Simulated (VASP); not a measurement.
# BAs (F-43m) in VASP: further runs, part 2 of 2

VASP 6.6.1. Earlier steps stand in the parts before.

## (3) Relaxation of cell and atoms, RPBE+D3(BJ)

Input file INCAR:

```
SYSTEM = BAs
PREC = Accurate ; ENCUT = 600
EDIFF = 1E-6 ; ISMEAR = -1
SIGMA = 0.05 ; LREAL = .False.
LASPH = .True. ; NELM = 100
ALGO = Normal ; ISIF = 3
LWAVE = .False. ; LCHARG = .False.
GGA = RP ; IVDW = 12
IBRION = 2 ; NSW = 60
EDIFFG = -0.01
```

Input file KPOINTS:

```
regular mesh
0
Gamma
  10 10 10
  0 0 0
```

Input file POSCAR:

```
BAs
1.0
    0.0000000000      2.3885000000      2.3885000000
    2.3885000000      0.0000000000      2.3885000000
    2.3885000000      2.3885000000      0.0000000000
As B
1 1
Direct
    0.7500000000      0.7500000000      0.7500000000
    0.0000000000      0.0000000000      0.0000000000
```

Potentials or basis: VASP PAW PBE potentials, release 64 (As, B).

Started as:

```
cat potpaw_PBE.64/As/POTCAR potpaw_PBE.64/B/POTCAR > POTCAR
mpirun -np 1 vasp_std > vasp.out
```

OUTCAR:

```text
SYSTEM = BAs
   PREC = Accurate
   ENCUT = 600
   EDIFF = 1E-6
   ISMEAR = -1
   LREAL = .False.
   LASPH = .True.
   NELM = 100
   ISIF = 3
   GGA = RP
   IVDW = 12
   IBRION = 2
   NSW = 60
   EDIFFG = -0.01
 IVDW          = 12

 ion  position               nearest neighbor table
   1  0.750  0.750  0.750-   2 2.07   2 2.07   2 2.07   2 2.07
   2  0.000  0.000  0.000-   1 2.07   1 2.07   1 2.07   1 2.07

  LATTYP: Found a face centered cubic cell.
 ALAT       =     4.7770000000

  Lattice vectors:

 A1 = (   0.0000000000,   2.3885000000,   2.3885000000)
 A2 = (   2.3885000000,   0.0000000000,   2.3885000000)
 A3 = (   2.3885000000,   2.3885000000,   0.0000000000)

Analysis of symmetry for initial positions (statically):
=====================================================================
 Subroutine PRICEL returns:
 Original cell was already a primitive cell.

 Routine SETGRP: Setting up the symmetry group for a
[... 250 lines left out ...]
 Free energy of the ion-electron system (eV)
  ---------------------------------------------------
  ext. energy  EPLUGINS =         0.00000000
  ---------------------------------------------------
  free energy    TOTEN  =       -10.51145477 eV

  energy without entropy =      -10.51145458  energy(sigma->0) =      -10.51145468

 E-fermi :   7.8591     XC(G=0): -10.9320

 val. band max:        7.3306797759   @ k =   0.0000   0.0000   0.0000
 cond. band min:       8.4225263130   @ k =   0.4000   0.4000   0.0000
 fundamental gap:      1.0918465371
 Fermi energy:         7.8591151001

 k-point     1 :       0.0000    0.0000    0.0000
  band No.  band energies     occupation
      1      -8.9894      2.00000
      2       7.3307      1.99995
      3       7.3307      1.99995
      4       7.3307      1.99995
      5      10.7316      0.00000
      6      10.7316      0.00000
      7      10.7316      0.00000
      8      13.2847      0.00000
[... 243 lines left out ...]
 k-point    24 :       0.4000    0.3000    0.0000
  band No.  band energies     occupation
      1      -6.0733      2.00000
      2       0.5858      2.00000
      3       2.9376      2.00000
      4       3.4776      2.00000
      5       8.9907      0.00000
      6      10.7638      0.00000
      7      16.9082      0.00000
      8      17.0662      0.00000

 [... further k-points ...]

------------------------ aborting loop because EDIFF is reached ----------------------------------------

 Edisp (eV)   -2.78470

 E8    (eV) :    -1.6031
[... 25 lines left out ...]
  FREE ENERGIE OF THE ION-ELECTRON SYSTEM (eV)
  ---------------------------------------------------
  free  energy   TOTEN  =       -13.2961520769 eV

  energy  without entropy=      -13.2961518894  energy(sigma->0) =      -13.29615198

 reached required accuracy - stopping structural energy minimisation
```

OSZICAR:

```text
N       E                     dE             d eps       ncg     rms          rms(c)
DAV:   1     0.142237396276E+02    0.14224E+02   -0.42065E+03   752   0.980E+02
DAV:   2    -0.109547900948E+02   -0.25179E+02   -0.24527E+02  1176   0.113E+02
DAV:   3    -0.113186964099E+02   -0.36391E+00   -0.36391E+00   840   0.173E+01
DAV:   4    -0.113192231904E+02   -0.52678E-03   -0.52678E-03  1152   0.734E-01
[... 21 lines left out ...]
DAV:   3    -0.105119513944E+02    0.88072E-02   -0.19498E-02   832   0.783E-01    0.182E-01
DAV:   4    -0.105114895426E+02    0.46185E-03   -0.89724E-04   928   0.210E-01    0.967E-02
DAV:   5    -0.105114521383E+02    0.37404E-04   -0.76282E-05   960   0.636E-02    0.525E-02
DAV:   6    -0.105114546052E+02   -0.24669E-05   -0.59188E-06   856   0.193E-02    0.121E-03
DAV:   7    -0.105114547713E+02   -0.16614E-06   -0.44333E-07   472   0.410E-03
   3 F= -.13296152E+02 E0= -.13296152E+02  d E =-.107976E+00
```

Run time: 23 s. Hardware: 1 thread of Intel Xeon Platinum 8375C at 2.90GHz (Ice Lake), shared host; peak memory 0.18 GiB.

What came out:

| Item | Value |
| --- | --- |
| Free energy | -13.2962 eV |
| Relaxed volume | 12.38 Å³/atom |
| Relaxed cell | a = 3.272 Å, b = 3.272 Å, c = 3.272 Å, α = 60.00°, β = 60.00°, γ = 60.00° |
| Space group after relaxing (to 0.05 Å) | F-43m (No. 216) |
| Energy gained by relaxing | 54.0 meV/atom |
| Ionic steps | 3 |
| Pressure after relaxing | -0.1 GPa |
| Band gap on the k mesh | 1.09 eV, indirect (least direct gap 3.40 eV) |
| Dispersion energy per atom | -1.392 eV |

Step by step:
| step | energy change (eV) | largest force (eV/Å) | pressure (GPa) | volume (Å³) |
| --- | --- | --- | --- | --- |
| 1 | 0.0000 | 0.0000 | -12.71 | 27.25 |
| 2 | -0.0532 | 0.0000 | 12.02 | 23.21 |
| 3 | -0.1080 | 0.0000 | -0.07 | 24.77 |

Final structure:
```
As B
1.0
     0.00000    2.31356    2.31356
     2.31356    0.00000    2.31356
     2.31356    2.31356    0.00000
As B
1 1
Direct
  0.75000 0.75000 0.75000
  0.00000 0.00000 0.00000
```

Levels at points of the mesh, in eV from the valence-band top:
| k point | band 1 | band 2 | band 3 | band 4 | band 5 | band 6 | band 7 | band 8 |
| --- | --- | --- | --- | --- | --- | --- | --- | --- |
| (0.00, 0.00, 0.00) | -16.32 | 0.00 | 0.00 | 0.00 | 3.40 | 3.40 | 3.40 | 5.95 |
| (0.50, 0.00, 0.00) | -13.08 | -9.54 | -1.99 | -1.99 | 3.29 | 4.88 | 4.88 | 9.11 |
| (0.50, 0.50, 0.00) | -11.59 | -9.13 | -4.50 | -4.50 | 1.29 | 1.39 | 12.37 | 12.37 |

Caveat: the PAW data sets were made with another functional, which shifts forces and pressure a little.

## (4) Single point, RPBE+D3(BJ)

This run uses another cell than the first one, of 12.30 Å³/atom, 0.903 times its volume.

Input file INCAR:

```
  PREC = Accurate
  ENCUT = 520
  EDIFF = 1E-7
  ISMEAR = -1
  SIGMA = 0.05
  LREAL = False
  LASPH = True
  NELM = 80
  ALGO = Normal
  ISIF = 2
  LWAVE = False
  LCHARG = False
  GGA = RP
  IVDW = 12
  NBANDS = 11
```

Input file KPOINTS:

```
regular mesh
0
Gamma
  10 10 10
```

Input file POSCAR:

```
BAs
1.0
    0.0000000000      2.3086480025      2.3086480025
    2.3086480025      0.0000000000      2.3086480025
    2.3086480025      2.3086480025      0.0000000000
As B
1 1
Direct
    0.7500000000      0.7500000000      0.7500000000
    0.0000000000      0.0000000000      0.0000000000
```

Started as:

```
cat potpaw_PBE.64/As/POTCAR potpaw_PBE.64/B/POTCAR > POTCAR
mpirun -np 1 vasp_std > vasp.out
```

It took 9.5 s on 1 thread of AMD EPYC 7R43 (Zen 3), shared host; peak memory 0.12 GiB.

It converged, with:

```
Free energy                : -13.2938 eV
Pressure                   : 1.0 GPa
Band gap on the k mesh     : 1.08 eV, indirect (least direct gap 3.41 eV)
Dispersion energy per atom : -1.404 eV
```

Levels at points of the mesh, in eV from the valence-band top:
| k point | band 1 | band 2 | band 3 | band 4 | band 5 | band 6 | band 7 | band 8 | band 9 |
| --- | --- | --- | --- | --- | --- | --- | --- | --- | --- |
| (0.00, 0.00, 0.00) | -16.38 | 0.00 | 0.00 | 0.00 | 3.41 | 3.41 | 3.41 | 6.04 | 10.24 |
| (0.50, 0.00, 0.00) | -13.12 | -9.59 | -2.01 | -2.01 | 3.33 | 4.89 | 4.89 | 9.12 | 13.64 |
| (0.50, 0.50, 0.00) | -11.62 | -9.17 | -4.53 | -4.53 | 1.28 | 1.39 | 12.43 | 12.43 | 13.95 |

Caveat: the PAW data sets were made with another functional, which shifts forces and pressure a little. A k mesh can miss the band edges.

## (5) Overview

| task | level | cell | cutoff (eV) | gap on the mesh (eV) | pressure (GPa) | relaxed volume (Å³/atom) |
| --- | --- | --- | --- | --- | --- | --- |
| relaxation of cell and atoms | PBEsol+D4 | relaxed from a = 3.378 Å, angles 60.0°, 2 atoms | 600 | 1.06 | 0.0 | 13.39 |
| relaxation of cell and atoms | RPBE+D3(BJ) | relaxed from a = 3.378 Å, angles 60.0°, 2 atoms | 600 | 1.09 | -0.1 | 12.38 |
| single point | RPBE+D3(BJ) | a = 3.265 Å, angles 60.0°, 2 atoms | 520 | 1.08 | 1.0 | - |

Alike in all rows: potentials or basis VASP PAW PBE potentials, release 64 (As, B); no spin polarisation; k mesh 10 × 10 × 10; smearing fermi-dirac 0.05 eV.

Caveats: the PAW data sets were made with another functional, which shifts forces and pressure a little.

Total energies depend on the potentials used, so only differences within one code and one set of settings carry meaning.
